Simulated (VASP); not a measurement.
Crystal: CdS.

```xyz
2
Lattice="0.0000 2.6988 2.6988 2.6988 0.0000 2.6988 2.6988 2.6988 0.0000" Properties=species:S:1:pos:R:3 pbc="T T T"
Cd    0.0000    0.0000    0.0000
S     2.6988    2.6988    2.6988
```

Base run:

| Property | Result |
| --- | --- |
| Program | VASP 6.6.1 |
| Functional | PBEsol |
| Potentials or basis | VASP PAW PBE potentials, release 64 (Cd, S) |
| Cutoff | 520 eV |
| k mesh | 8 × 8 × 8 |
| Occupations | fermi-dirac, width 0.05 eV |
| Spin | no spin polarisation |

Its results: pressure 0.5 GPa.

Q: The run is repeated on the same cell with these changes: potentials or basis from VASP PAW PBE potentials, release 64 (Cd, S) to VASP PAW PBE potentials, release 64 (Cd_sv_GW, S); cutoff from 520 eV to 540 eV; further incar settings from ALGO = Normal; EDIFF = 1e-06; NBANDS = 16 to ALGO = Normal; EDIFF = 1e-06; NBANDS = 20; valence electrons from 18 to 26. What comes out?

A: Pressure -1.2 GPa.

Caveats: the PAW data sets were made with another functional, which shifts forces and pressure a little.
